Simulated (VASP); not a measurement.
A run of VASP 6.6.1:

INCAR

```
SYSTEM = Cd
ALGO = Normal
EDIFF = 1E-7
ENCUT = 520
GGA = PE
ISIF = 2
ISMEAR = -1
LASPH = .TRUE.
LCHARG = .FALSE.
LREAL = .FALSE.
LWAVE = .FALSE.
NBANDS = 19
NELM = 100
PREC = Accurate
SIGMA = 0.05
```

File KPOINTS:

```
k-points
0
G
  14 14 7
  0 0 0
```

The input POSCAR:

```
Cd
1.0
    2.9788725081      0.0000000000      0.0000000000
   -1.4894362540      2.5797792666      0.0000000000
    0.0000000000      0.0000000000      5.7861795000
Cd
2
Direct
    0.3333333333      0.6666666667      0.2500000000
    0.6666666667      0.3333333333      0.7500000000
```

Potentials or basis: VASP PAW PBE potentials, release 64 (Cd).

Run with:

```bash
$ cat potpaw_PBE.64/Cd/POTCAR > POTCAR
$ mpirun -np 1 vasp_std > vasp.out
```

Hardware: 1 thread of AMD EPYC 9R45 96-Core Processor (Zen 5) (shared host).

How long does it take, and how much memory?

Run time: 38 s on 1 thread of AMD EPYC 9R45 96-Core Processor (Zen 5), with other jobs on the host, peak memory 0.18 GiB. Counts: scf iterations 11, k points 96.
